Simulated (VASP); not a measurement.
Write the native input for VASP 6.6.1 that does the following.

```
Task                   : single point
Functional             : PBEsol
Dispersion             : D3(BJ)
Potentials or basis    : VASP PAW PBE potentials, release 64 (Pt, Se)
Cutoff                 : 520 eV
k mesh                 : 8 × 8 × 5
Occupations            : fermi-dirac, width 0.05 eV
Spin                   : no spin polarisation
Dipole correction      : no
Further INCAR settings : ALGO = Normal; EDIFF = 1e-07; NBANDS = 18
```

The structure of PtSe2 (Sudovikovite) lies in POSCAR:

```
PtSe2
1.0
    3.7399116199      0.0000000000      0.0000000000
   -1.8699558099      3.2388584707      0.0000000000
    0.0000000000      0.0000000000      4.6746491380
Pt Se
1 2
Direct
    0.0000000000      0.0000000000      0.0000000000
    0.6666666667      0.3333333333      0.7293644531
    0.3333333333      0.6666666667      0.2706355469
```

One way to write it, as run:

INCAR

```
PREC     = Accurate       # precision mode
ENCUT    = 520            # plane-wave cutoff, eV
EDIFF    = 1E-7           # SCF threshold, eV
ISMEAR   = -1             # smearing method
SIGMA    = 0.05           # smearing width, eV
LREAL    = F              # projectors in reciprocal space
LASPH    = T              # aspherical terms in the spheres
NELM     = 80             # most SCF steps
ALGO     = Normal         # electronic algorithm
ISIF     = 2              # what is computed and relaxed
LWAVE    = F              # write WAVECAR
LCHARG   = F              # write CHGCAR
GGA      = PS             # functional
IVDW     = 12             # dispersion correction
NBANDS   = 18             # bands
```

KPOINTS

```
Automatic mesh
0
Gamma
  8 8 5
```

Potentials or basis: VASP PAW PBE potentials, release 64 (Pt, Se).

Launch:

```console
$ cat potpaw_PBE.64/Pt/POTCAR potpaw_PBE.64/Se/POTCAR > POTCAR
$ mpirun -np 1 vasp_std > vasp.out
```

It gave:

The pressure is -0.6 GPa. The largest force is 0.023 eV/Å, the band gap on the k mesh is zero (band 11 reaches 8.15 eV, above the bottom of band 12 at 7.14 eV) and the dispersion energy per atom is -0.459 eV.

Caveat: three body term missing; the PAW data sets were made with another functional, which shifts forces and pressure a little; spin-orbit coupling is left out, which moves the levels of the heavy elements; pairwise dispersion overbinds metals, which lowers pressure and volume.

It took 31 s on 1 thread of Intel(R) Xeon(R) Platinum 8559C (Emerald Rapids) (shared host), peak memory 0.2 GiB.
